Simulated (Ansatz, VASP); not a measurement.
## NbSn2Sb3: VASP beside Ansatz

```
Nb Sn Sb
1.0
     5.74431    0.00000    0.00000
    -2.87216    4.97472    0.00000
     0.00000    0.00000    6.07708
Nb Sn Sb
1 2 3
Direct
  0.00000 0.00000 0.00000
  0.66667 0.33333 0.00000
  0.33333 0.66667 0.00000
  0.50000 0.50000 0.50000
  0.50000 0.00000 0.50000
  0.00000 0.50000 0.50000
```

Change from the starting cell: species swapped into the ZrCo3B2 type (P6/mmm, No. 191).

Alike in both runs: functional PBE; k mesh 3 × 3 × 4; occupations gaussian, width 0.1 eV; no spin polarisation.

Ansatz relaxed the structure, and its values are those at the end. VASP's run is a single point on that final structure, the one shown.

|  | VASP | Ansatz |
| --- | --- | --- |
| version | VASP 6.6.1 | Ansatz 0.2.0 |
| potentials or method | VASP PAW PBE potentials, release 64 (Nb_sv, Sn_d, Sb), cutoff 520 eV | scalar-relativistic, plane waves, PAW |
| valence electrons in the cell | 56 | 86 |

|  | VASP | Ansatz | Ansatz less VASP |
| --- | --- | --- | --- |
| gap on the k mesh at the Fermi level (eV) | none | none | - |
| pressure (GPa) | 0.1 | 0.1 | -0.01 |

A gap of «none» marks a metal or a gap that the smearing closes. The functional is the same, so the differences come from potentials, cutoffs and numerics. VASP's potentials hold 56 valence electrons a cell and Ansatz's 86, so a difference there can come from the potentials and not from the codes.

The k mesh is coarse, so the values compare programs but aren't converged. Neither program's run includes spin-orbit coupling.
